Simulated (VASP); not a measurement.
Set up this calculation in VASP 6.6.1, as the native input.

```yaml
Task: relaxation of cell and atoms
Functional: PBEsol
Potentials_or_basis: VASP PAW PBE potentials, release 64 (Te)
Cutoff: 600 eV
k_mesh: 15 × 15 × 15
Occupations: fermi-dirac, width 0.1 eV
Spin: no spin polarisation
Target_pressure: 20 GPa
Dipole_correction: no
Further_INCAR_settings: ALGO = Normal; EDIFF = 1e-06; IBRION = 2; EDIFFG = -0.005; NSW = 60; ISIF = 3
```

The structure of Te lies in POSCAR:

```
Te
1.0
   -1.7729106167      1.7729106167      1.7729106167
    1.7729106167     -1.7729106167      1.7729106167
    1.7729106167      1.7729106167     -1.7729106167
Te
1
Direct
    0.0000000000      0.0000000000      0.0000000000
```

This isn't the form of Te at room conditions, which is trigonal, of chains.

One way to write it, as run:

INCAR

```
ALGO = Normal ; EDIFF = 1E-6
EDIFFG = -0.005 ; ENCUT = 600
GGA = PS ; IBRION = 2
ISIF = 3 ; ISMEAR = -1
LASPH = True ; LCHARG = False
LREAL = False ; LWAVE = False
NELM = 80 ; NSW = 60
PREC = Accurate ; PSTRESS = 200.0
SIGMA = 0.1
```

KPOINTS

```
k-points
0
Gamma
  15 15 15
```

Potentials or basis: VASP PAW PBE potentials, release 64 (Te).

Launch:

```bash
$ cat potpaw_PBE.64/Te/POTCAR > POTCAR
$ mpirun -np 1 vasp_std > vasp.out
```

Results of the run:

```json
{
 "Relaxed volume": "22.27 Å³/atom",
 "Relaxed cell": "a = 3.070 Å, b = 3.070 Å, c = 3.070 Å, α = 109.47°, β = 109.47°, γ = 109.47°",
 "Space group after relaxing (to 0.1 Å)": "Im-3m (No. 229)",
 "Energy change on relaxing (the run minimises the enthalpy)": "+2.1 meV/atom",
 "Ionic steps": "3",
 "Pressure after relaxing": "20.0 GPa",
 "Band gap on the k mesh": "zero (bands 3 and 4 overlap by 8.37 eV)"
}
```

Caveat: the cell is relaxed towards a set pressure, so the run minimises the enthalpy, not the energy; the PAW data sets were made with another functional, which shifts forces and pressure a little; spin-orbit coupling is left out, which moves the levels of the heavy elements.

Wall time 27 s on 1 thread of Intel(R) Xeon(R) Platinum 8259CL CPU @ 2.50GHz (Skylake/Cascade Lake) (shared host), peak memory 0.17 GiB.
